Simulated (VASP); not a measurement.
Runs of VASP 6.6.1 on Sb3S2. The structure is that of space group Pm-3m (No. 221), or close to it. The cells are those of the table. 

```csv
task,cell,k mesh,cutoff (eV),gap on the mesh (eV),pressure (GPa),relaxed volume (Å³/atom)
single point,"a = 5.203 Å, 5 atoms",8 × 8 × 8,520,none,(a),-
single point,"a = 5.270 Å, 5 atoms",4 × 4 × 4,520,none,-1.2,-
relaxation of cell and atoms,"relaxed from a = 5.270 Å, 5 atoms",4 × 4 × 4,600,none,0.0,28.51
relaxation of cell and atoms,"relaxed from a = 5.226 Å, 5 atoms",8 × 8 × 8,600,none,0.0,28.10
```

Alike in all rows: level PBE; potentials or basis VASP PAW PBE potentials, release 64 (Sb, S); no spin polarisation; smearing gaussian 0.1 eV.

Task: Estimate the missing entries.

Result: (a) -0.1.

Caveats: spin-orbit coupling is left out, which moves the levels of the heavy elements.

A k mesh can miss the band edges, and the runs leave out spin-orbit coupling on Sb.

A gap of «none» marks levels without a gap at the run's occupations.
